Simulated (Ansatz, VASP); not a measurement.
**Te in VASP and in Ansatz**

```
CELL_PARAMETERS angstrom
0.00000 2.48632 2.48632
2.48632 0.00000 2.48632
2.48632 2.48632 0.00000
ATOMIC_POSITIONS crystal
Te 0.00000 0.00000 0.00000
```

Alike in both runs: task single point; functional BLYP; k mesh 12 × 12 × 12; occupations fermi-dirac, width 0.1 eV; no spin polarisation.

|  | VASP | Ansatz |
| --- | --- | --- |
| version | VASP 6.6.1 | Ansatz 0.2.0 |
| potentials or method | VASP PAW PBE potentials, release 64 (Te), cutoff 520 eV | plane waves (420 eV) with PAW, scalar-relativistic |
| valence electrons in the cell | 6 | 16 |

|  | VASP | Ansatz | Ansatz less VASP |
| --- | --- | --- | --- |
| pressure (GPa) | 1.8 | 1.7 | -0.10 |

VASP's potentials were made for PBE, not for BLYP. VASP's potentials hold 6 valence electrons a cell and Ansatz's 16, so a difference there can come from the potentials and not from the codes.

Spin-orbit coupling is off throughout.
